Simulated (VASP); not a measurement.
# HfN (F222) in VASP: notebook, part 2 of 2

VASP 6.6.1. Earlier steps stand in the parts before.

## 4. Single point, PBEsol (strain -0.0500 x Voigt [1, -1, 0, 0, 0, 0])

File INCAR:

```
SYSTEM = HfN
ALGO = Normal ; EDIFF = 1E-7
ENCUT = 520 ; GGA = PS
ISIF = 2 ; ISMEAR = 0
LASPH = .TRUE. ; LCHARG = .TRUE.
LELF = .TRUE. ; LREAL = .FALSE.
LVHAR = .TRUE. ; LWAVE = .FALSE.
NBANDS = 14 ; NELM = 80
PREC = Accurate ; SIGMA = 0.15
```

File KPOINTS:

```
k-points
0
G
  16 16 16
  0 0 0
```

File POSCAR:

```
HfN
1.0
    0.0000000000      2.5775631000      2.4548220000
    2.3320809000      0.0000000000      2.4548220000
    2.3320809000      2.5775631000      0.0000000000
Hf N
1 1
Direct
    0.0000000000      0.0000000000      0.0000000000
    0.7500000000      0.7500000000      0.7500000000
```

Potentials or basis: VASP PAW PBE potentials, release 64 (Hf_pv, N).

Run with:

```
$ cat potpaw_PBE.64/Hf_pv/POTCAR potpaw_PBE.64/N/POTCAR > POTCAR
$ mpirun -np 1 vasp_std > vasp.out
```

OUTCAR:

```text
SYSTEM = HfN
   EDIFF = 1E-7
   ENCUT = 520
   GGA = PS
   ISIF = 2
   ISMEAR = 0
   LASPH = .TRUE.
   LREAL = .FALSE.
   NELM = 80
   PREC = Accurate

 ion  position               nearest neighbor table
   1  0.000  0.000  0.000-   2 2.13   2 2.13   2 2.13   2 2.13
   2  0.750  0.750  0.750-   1 2.13   1 2.13   1 2.13   1 2.13

  LATTYP: Found a face centered orthorhombic cell.
 ALAT       =     4.6641618000
 B/A-ratio  =     1.0526315789
 C/A-ratio  =     1.1052631579

  Lattice vectors:

 A1 = (   0.0000000000,   2.5775631000,  -2.4548220000)
 A2 = (   2.3320809000,   2.5775631000,   0.0000000000)
 A3 = (   2.3320809000,   0.0000000000,  -2.4548220000)

Analysis of symmetry for initial positions (statically):
=====================================================================
 Subroutine PRICEL returns:
 Original cell was already a primitive cell.

 Routine SETGRP: Setting up the symmetry group for a
 face centered orthorhombic supercell.

 Subroutine GETGRP returns: Found  4 space group operations
 (whereof  4 operations were pure point group operations)
 out of a pool of  8 trial point group operations.

The static configuration has the point symmetry D_2 .

[... 167 lines left out ...]
 k-point     1 :       0.0000    0.0000    0.0000
  band No.  band energies     occupation
      1     -25.4427      2.00000
      2     -25.4285      2.00000
      3     -25.4274      2.00000
      4     -10.4726      2.00000
      5       0.0759      2.00000
      6       0.2355      2.00000
      7       0.3506      2.00000
      8       4.8560      2.00000
      9       7.2968      0.00000
     10       8.3588      0.00000
     11      11.3713      0.00000
     12      12.1927      0.00000
     13      12.9549      0.00000
     14      17.9313      0.00000
[... 377 lines left out ...]
      1     -25.4825      2.00000
      2     -25.4417      2.00000
      3     -25.4370      2.00000
      4     -10.3477      2.00000
      5      -0.0693      2.00000
      6       0.2683      2.00000
      7       0.3720      2.00000
      8       5.4027      1.97810
      9       7.1485      0.00000
     10       8.2075      0.00000
     11      11.5074      0.00000
     12      12.2504      0.00000
     13      12.9343      0.00000
     14      17.5149      0.00000

 [... further k-points ...]
[... 5 lines left out ...]
  --------------------------------------------------------------------------------------
  -------------------------------------------------------------------------------------
  Total        0.1871039     -2.5387009     -0.8868477      0.0000000      0.0000000      0.0000000
  in kB       10.1575848   -137.8222040    -48.1456094      0.0000000      0.0000000      0.0000000
  external PRESSURE =     -58.6034095 kB  Pullay stress =       0.0000000 kB

 VOLUME and BASIS-vectors are now :
 -----------------------------------------------------------------------------
  energy-cutoff  :      520.00
  volume of cell :       29.51
      direct lattice vectors                 reciprocal lattice vectors
     0.000000000  2.577563100  2.454822000    -0.214400795  0.193981672  0.203680756
     2.332080900  0.000000000  2.454822000     0.214400795 -0.193981672  0.203680756
     2.332080900  2.577563100  0.000000000     0.214400795  0.193981672 -0.203680756

 POSITION                                       TOTAL-FORCE (eV/Angst)
 -----------------------------------------------------------------------------------
      0.00000      0.00000      0.00000        -0.000000      0.000000      0.000000
      3.49812      3.86634      3.68223         0.000000      0.000000     -0.000000
 -----------------------------------------------------------------------------------
    total drift:                               -0.000000      0.000000      0.000000

  FREE ENERGIE OF THE ION-ELECTRON SYSTEM (eV)
  ---------------------------------------------------
  free  energy   TOTEN  =       -22.1895405141 eV

  energy  without entropy=      -22.1819658713  energy(sigma->0) =      -22.18575319
```

Run time: 1.9 min. Hardware: 1 thread of Intel Xeon 6975P-C (Granite Rapids), shared host; peak memory 0.38 GiB.

What came out:

| Quantity | Value |
| --- | --- |
| Free energy | -22.1895 eV |
| Pressure | -5.9 GPa |
| Band gap on the k mesh | zero (an odd number of electrons rules out a gap without spin polarisation) |

Stress tensor (GPa, compression positive):
```
  1.02   0.00   0.00
  0.00 -13.78   0.00
  0.00   0.00  -4.81
```

Levels at points of the mesh, in eV from the Fermi level:
```
           k point  band 5  band 6  band 7  band 8  band 9  band 10  band 11  band 12
(0.00, 0.00, 0.00)   -5.57   -5.41   -5.30   -0.79    1.65     2.71     5.73     6.55
(0.50, 0.00, 0.00)   -5.76   -5.09   -4.64    1.45    2.63     2.83     3.96     5.26
(0.50, 0.50, 0.00)   -6.95   -3.81   -3.48   -1.14    1.79     4.29     4.58     4.79
(0.50, 0.00, 0.50)   -7.06   -3.54   -3.38   -1.45    1.89     4.10     4.58     4.60
(0.00, 0.50, 0.50)   -6.83   -3.83   -3.67   -0.81    2.09     4.09     4.54     4.74
```

Caveat: the cell differs from its parent crystal (strain -0.0500 x Voigt [1, -1, 0, 0, 0, 0]); the cell stands under tension; the PAW data sets were made with another functional, which shifts forces and pressure a little; spin-orbit coupling is left out, which moves the levels of the heavy elements.

## 5. Overview

```csv
cell,gap on the mesh (eV),pressure (GPa)
"a = 3.649, b = 3.303, c = 3.489 Å, angles 64.9, 55.1, 60.0°, 2 atoms",none,-5.8
"a = 3.323, b = 3.627, c = 3.485 Å, angles 55.7, 64.3, 60.0°, 2 atoms",none,-5.8
"a = 3.559, b = 3.386, c = 3.476 Å, angles 62.5, 57.5, 60.0°, 2 atoms",none,-5.9
```

Alike in all rows: task single point; level PBEsol; potentials or basis VASP PAW PBE potentials, release 64 (Hf_pv, N); no spin polarisation; k mesh 16 × 16 × 16; cutoff (eV) 520; smearing gaussian 0.15 eV.

Caveats: the cell stands under tension; the PAW data sets were made with another functional, which shifts forces and pressure a little; spin-orbit coupling is left out, which moves the levels of the heavy elements.

Total energies depend on the potentials used, so only differences within one code and one set of settings carry meaning.
